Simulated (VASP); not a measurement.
A run of VASP 6.6.1 is set up as follows.

The input INCAR:

```
PREC = Accurate
ENCUT = 520
EDIFF = 1E-6
ISMEAR = 0
SIGMA = 0.05
LREAL = F
LASPH = T
NELM = 150
ALGO = Normal
ISIF = 2
LWAVE = F
LCHARG = F
ISPIN = 2
MAGMOM = 0.44 0.67
LORBIT = 11
LMAXMIX = 4
LDAU = T
LDAUTYPE = 2
LDAUL = 2 -1
LDAUU = 6 0
LDAUJ = 0 0
LDAUPRINT = 1
NBANDS = 20
```

Contents of KPOINTS:

```
Automatic mesh
0
Gamma
  8 8 7
```

POSCAR

```
CuO
1.0
    2.8363251100      0.0000000000      0.0000000000
   -1.4181625500      2.4563296000      0.0000000000
    0.0000000000      0.0000000000      2.7681127800
Cu O
1 1
Direct
    0.0000000000      0.0000000000      0.0000000000
    0.6666666667      0.3333333333      0.5000000000
```

Potentials or basis: VASP PAW LDA potentials, release 64 (Cu, O).

Run with:

```sh
$ cat potpaw_LDA.64/Cu/POTCAR potpaw_LDA.64/O/POTCAR > POTCAR
$ mpirun -np 1 vasp_std > vasp.out
```

Problem. Predict the site moments.

Solution. Cu +0.44; O +0.50 μB.

Problem. Estimate the net moment.

Solution. 1.00 μB per cell.

Eigenvalues of the final occupation matrices:
```csv
site,spin,trace,eigenvalues
site 1 d,1,4.90,0.97 0.97 0.97 0.99 0.99
site 1 d,2,4.44,0.79 0.79 0.95 0.95 0.97
```

Caveat: a cell with one magnetic atom can't hold antiferromagnetic order, which such compounds often take. The state reached can hang on the start; a lower one may exist.
